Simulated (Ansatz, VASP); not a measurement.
## BeTeS3 in VASP and in Ansatz

```
Be Te S
1.0
     5.09233    0.00000    0.00000
    -2.54616    4.41009    0.00000
     0.00000    0.00000    5.58820
Be Te S
1 1 3
Direct
  0.00000 0.00000 0.50000
  0.00000 0.00000 0.00000
  0.57410 0.00000 0.00000
  0.00000 0.57410 0.00000
  0.42590 0.42590 0.00000
```

Alike in both runs: task single point; functional PBE; k mesh 6 × 6 × 4; occupations gaussian, width 0.1 eV; no spin polarisation.

|  | VASP | Ansatz |
| --- | --- | --- |
| version | VASP 6.6.1 | Ansatz 0.2.0 |
| potentials or method | VASP PAW PBE potentials, release 64 (Be, Te, S), cutoff 520 eV | scalar-relativistic, plane waves, PAW |
| valence electrons in the cell | 26 | 36 |

VASP gave:

```
gap on the k mesh at the Fermi level (eV)                     : none
pressure (GPa)                                                : 19.1
traceless stress, the component that is largest in VASP (GPa) : -23.63
rms of the force components (eV/Å)                            : 1.744
```

Problem. Estimate Ansatz's values.

Solution. gap on the k mesh at the Fermi level (eV): none; pressure (GPa): 19.2; traceless stress, the component that is largest in VASP (GPa): -23.66; rms of the force components (eV/Å): 1.746.

Atom by atom the forces differ by 0.002 eV/Å (rms over components). A gap of «none» marks a metal or a gap that the smearing closes. VASP's potentials hold 26 valence electrons a cell and Ansatz's 36, so a difference there can come from the potentials and not from the codes.

Spin-orbit coupling is off throughout.
